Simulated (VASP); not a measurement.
Write the native input for VASP 6.6.1 that does the following.

```yaml
Task: single point
Functional: PBE
Potentials_or_basis: VASP PAW PBE potentials, release 64 (Zn, S)
Cutoff: 520 eV
k_mesh: 10 × 10 × 5
Occupations: fermi-dirac, width 0.08 eV
Spin: no spin polarisation
Dipole_correction: no
Further_INCAR_settings: ALGO = Normal; EDIFF = 1e-06; NBANDS = 26
```

The structure of ZnS (wurtzite type) lies in POSCAR:

```
ZnS
1.0
    3.7299037859      0.0000000000      0.0000000000
   -1.8649518929      3.2301914322      0.0000000000
    0.0000000000      0.0000000000      6.1358888588
Zn S
2 2
Direct
    0.3333333333      0.6666666667      0.0013100375
    0.6666666667      0.3333333333      0.5013100375
    0.3333333333      0.6666666667      0.3746899625
    0.6666666667      0.3333333333      0.8746899625
```

The input as run:

INCAR

```
SYSTEM = ZnS
PREC = Accurate
ENCUT = 520
EDIFF = 1E-6
ISMEAR = -1
SIGMA = 0.08
LREAL = .FALSE.
LASPH = .TRUE.
NELM = 100
ALGO = Normal
ISIF = 2
LWAVE = .FALSE.
LCHARG = .FALSE.
GGA = PE
NBANDS = 26
```

KPOINTS

```
regular mesh
0
G
  10 10 5
  0 0 0
```

Potentials or basis: VASP PAW PBE potentials, release 64 (Zn, S).

The run is started by

```bash
$ cat potpaw_PBE.64/Zn/POTCAR potpaw_PBE.64/S/POTCAR > POTCAR
$ mpirun -np 1 vasp_std > vasp.out
```

It gave:

The pressure is 7.6 GPa. The band gap on the k mesh is 2.48 eV.

Caveat: the cell stands under pressure.

Wall time 110 s on 1 thread of Intel Xeon 8259CL, on a shared host, peak memory 0.22 GiB.
